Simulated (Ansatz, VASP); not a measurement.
## Two plane-wave programs on BP2

```
B P
1.0
     3.15672    0.00000    0.00000
    -1.57836    2.73380    0.00000
     0.00000    0.00000    4.06212
B P
1 2
Direct
  0.00000 0.00000 0.00000
  0.33333 0.66667 0.28499
  0.66667 0.33333 0.71501
```

Change from the starting cell: species swapped into the Te2Pt type (P-3m1, No. 164).

Alike in both runs: functional PBE; k mesh 7 × 7 × 5; occupations gaussian, width 0.2 eV; no spin polarisation.

Ansatz relaxed the structure, and its values are those at the end. VASP's run is a single point on that final structure, the one shown.

```csv
,VASP,Ansatz
version,VASP 6.6.1,Ansatz 0.2.0
potentials or method,"VASP PAW PBE potentials, release 64 (B, P), cutoff 500 eV","scalar-relativistic, plane waves, PAW"
valence electrons in the cell,13,13
```

Ansatz gave:

| Property | Result |
| --- | --- |
| gap on the k mesh at the Fermi level (eV) | none |
| pressure (GPa) | -0.3 |
| rms of the force components (eV/Å) | 0.014 |

Question: Estimate VASP's values.

Answer: gap on the k mesh at the Fermi level (eV): none; pressure (GPa): -0.5; rms of the force components (eV/Å): 0.015.

A gap of «none» marks a metal or a gap that the smearing closes.
